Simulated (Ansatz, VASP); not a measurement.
AlFe3B in VASP and in Ansatz

```
CELL_PARAMETERS angstrom
3.82232 0.00000 0.00000
0.00000 3.82232 0.00000
0.00000 0.00000 3.82232
ATOMIC_POSITIONS crystal
Al 0.50000 0.50000 0.50000
Fe 0.50000 0.00000 0.00000
Fe 0.00000 0.50000 0.00000
Fe 0.00000 0.00000 0.50000
B 0.00000 0.00000 0.00000
```

Alike in both runs: task single point; functional r2SCAN; k mesh 10 × 10 × 10; occupations gaussian, width 0.1 eV; collinear spin.

|  | VASP | Ansatz |
| --- | --- | --- |
| version | VASP 6.6.1 | Ansatz 0.2.0 |
| potentials or method | VASP PAW PBE potentials, release 64 (Al, Fe, B), cutoff 520 eV | scalar-relativistic, plane waves, PAW |
| valence electrons in the cell | 30 | 54 |

|  | VASP | Ansatz | Ansatz less VASP |
| --- | --- | --- | --- |
| gap on the k mesh at the Fermi level (eV) | none | none | - |
| pressure (GPa) | 3.3 | 3.0 | -0.23 |
| net moment per atom (μB) | 1.19 | 1.20 | +0.005 |
| size of the moment on the site where the two differ most (μB) | 2.19 | 2.07 | -0.119 |

VASP's potentials were made for PBE, not for r2SCAN. Site moments also hang on the region over which each program counts them. A gap of «none» marks a metal or a gap that the smearing closes. With one functional, cell and mesh, what is left measures potentials, basis and numerics. VASP's potentials hold 30 valence electrons a cell and Ansatz's 54, so a difference there can come from the potentials and not from the codes. Ansatz's warnings: stability check not made.
